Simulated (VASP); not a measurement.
Set up this calculation in VASP 6.6.1, as the native input.

| Item | Value |
| --- | --- |
| Task | relaxation of cell and atoms |
| Functional | PBE |
| Dispersion | D3(BJ) |
| Potentials or basis | VASP PAW PBE potentials, release 64 (Pb_d, S) |
| Cutoff | 600 eV |
| k mesh | 6 × 6 × 6 |
| Occupations | fermi-dirac, width 0.02 eV |
| Spin | no spin polarisation |
| Dipole correction | no |
| Further INCAR settings | ALGO = Normal; EDIFF = 1e-06; IBRION = 2; EDIFFG = -0.005; NSW = 80; ISIF = 3 |

The structure of PbS lies in POSCAR:

```
PbS
1.0
    2.1126617058      1.2197458045      3.4519162518
   -2.1126617058      1.2197458045      3.4519162518
    0.0000000000     -2.4394916091      3.4519162518
Pb S
1 1
Direct
    0.9805657800      0.9805657800      0.9805657800
    0.4750355500      0.4750355500      0.4750355500
```

These files were run (other wordings do the same):

INCAR

```
PREC = Accurate
ENCUT = 600
EDIFF = 1E-6
ISMEAR = -1
SIGMA = 0.02
LREAL = F
LASPH = T
NELM = 60
ALGO = Normal
ISIF = 3
LWAVE = F
LCHARG = F
GGA = PE
IVDW = 12
IBRION = 2
NSW = 80
EDIFFG = -0.005
```

KPOINTS

```
regular mesh
0
Gamma
  6 6 6
```

Potentials or basis: VASP PAW PBE potentials, release 64 (Pb_d, S).

The run is started by

```sh
$ cat potpaw_PBE.64/Pb_d/POTCAR potpaw_PBE.64/S/POTCAR > POTCAR
$ mpirun -np 1 vasp_std > vasp.out
```

It gave:

The relaxed volume is 26.11 Å³/atom and the relaxed cell is a = 4.196 Å, b = 4.196 Å, c = 4.196 Å, α = 59.97°, β = 59.97°, γ = 59.97°. The space group after relaxing (to 0.05 Å) is Fm-3m (No. 225). The energy gained by relaxing is 2.4 meV/atom. The ionic steps are 10 and the pressure after relaxing is 0.0 GPa. The largest force after relaxing is 0.004 eV/Å and the band gap on the k mesh is 0.37 eV, indirect (the least direct gap lies 1.5 meV higher). The dispersion energy per atom is -0.347 eV.

Caveat: spin-orbit coupling is left out, which moves the levels of the heavy elements.

Run time: 2.1 min on 1 thread of Intel(R) Xeon(R) Platinum 8259CL CPU @ 2.50GHz (Skylake/Cascade Lake), with other jobs on the host, peak memory 0.23 GiB.
